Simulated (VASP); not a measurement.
Zn, 4 atoms in the cell. The typed cell holds 4 atoms: a = 6.000 Å, b = 6.000 Å, c = 3.183 Å, α = 90.00°, β = 90.00°, γ = 128.83°.  This cell differs from its parent crystal: Hg replaced by Zn, lengths x 0.955, strained.

- Program: VASP 6.6.1
- Task: single point
- Functional: PBE
- Potentials or basis: VASP PAW PBE potentials, release 64 (Zn)
- Cutoff: 520 eV
- k mesh: 10 × 10 × 14
- Occupations: gaussian, width 0.1 eV
- Spin: no spin polarisation
- Dipole correction: no
- Further INCAR settings: ALGO = Normal; EDIFF = 1e-06; NBANDS = 32

Potentials or basis: VASP PAW PBE potentials, release 64 (Zn).

The run is started by

```console
$ cat potpaw_PBE.64/Zn/POTCAR > POTCAR
$ mpirun -np 1 vasp_std > vasp.out
```

Hardware: 1 thread of Intel(R) Xeon(R) 6975P-C (Granite Rapids) (shared host).

Question: Estimate the wall time of this run.

Answer: It took 5.9 min on 1 thread of Intel(R) Xeon(R) 6975P-C (Granite Rapids) (shared host), peak memory 0.58 GiB. Counts: scf iterations 12, k points 248.
